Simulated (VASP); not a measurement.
AlN, 4 atoms in the cell. Symmetry: P6_3/mmc, No. 194, hexagonal system. Conventional cell: a = 3.301 Å, b = 3.301 Å, c = 4.181 Å, α = 90.00°, β = 90.00°, γ = 120.00°. Al (site symmetry -6m2) has 5 N at 1.91 to 2.09 Å within 2.5 Å. N (site symmetry -6m2) has 5 Al at 1.91 to 2.09 Å within 2.5 Å. 

```yaml
Program: VASP 6.6.1
Task: single point
Functional: PBEsol
Potentials_or_basis: VASP PAW PBE potentials, release 64 (Al, N)
Cutoff: 520 eV
k_mesh: 9 × 9 × 6
Occupations: gaussian, width 0.05 eV
Spin: no spin polarisation
Dipole_correction: no
Further_INCAR_settings: ALGO = Normal; EDIFF = 1e-06; NBANDS = 16
```

Potentials or basis: VASP PAW PBE potentials, release 64 (Al, N).

Run with:

```sh
$ cat potpaw_PBE.64/Al/POTCAR potpaw_PBE.64/N/POTCAR > POTCAR
$ mpirun -np 1 vasp_std > vasp.out
```

Hardware: 1 thread of Intel(R) Xeon(R) 6975P-C (Granite Rapids) (shared host).

**Question.** How long does it take, and how much memory?

**Answer.** Run time: 14 s on 1 thread of Intel(R) Xeon(R) 6975P-C (Granite Rapids), on a shared host, peak memory 0.16 GiB. Counts: scf iterations 13, k points 48.
